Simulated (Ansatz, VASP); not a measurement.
# Two plane-wave programs on MgPb2N2

```xyz
5
Lattice="3.1077 0.0000 0.0000 -1.5539 2.6914 0.0000 0.0000 0.0000 11.0001" Properties=species:S:1:pos:R:3 pbc="T T T"
Mg    0.0000    0.0000    0.0000
Pb    1.5539    0.8971    3.1521
Pb    0.0000    1.7942    7.8480
N     1.5539    0.8971    9.4801
N     0.0000    1.7942    1.5200
```

Alike in both runs: task single point; functional LDA; k mesh 12 × 12 × 4; occupations gaussian, width 0.05 eV; no spin polarisation.

|  | VASP | Ansatz |
| --- | --- | --- |
| version | VASP 6.6.1 | Ansatz 0.2.0 |
| potentials or method | VASP PAW LDA potentials, release 64 (Mg, Pb_d, N), cutoff 520 eV | scalar-relativistic, plane waves, PAW |
| valence electrons in the cell | 40 | 48 |

Ansatz gave:

* gap on the k mesh at the Fermi level (eV): none
* pressure (GPa): -2.4
* traceless stress, the component that is largest in VASP (GPa): -23.67
* rms of the force components (eV/Å): 0.923

What did VASP give for the same quantities?

gap on the k mesh at the Fermi level (eV): none; pressure (GPa): -2.7; traceless stress, the component that is largest in VASP (GPa): -23.80; rms of the force components (eV/Å): 0.920.

LDA's correlation is that of Perdew and Zunger in VASP and of Perdew and Wang (1992) in Ansatz. Atom by atom the forces differ by 0.022 eV/Å (rms over components). A gap of «none» marks a metal or a gap that the smearing closes. VASP's potentials hold 40 valence electrons a cell and Ansatz's 48, so a difference there can come from the potentials and not from the codes.

Neither program's run includes spin-orbit coupling.
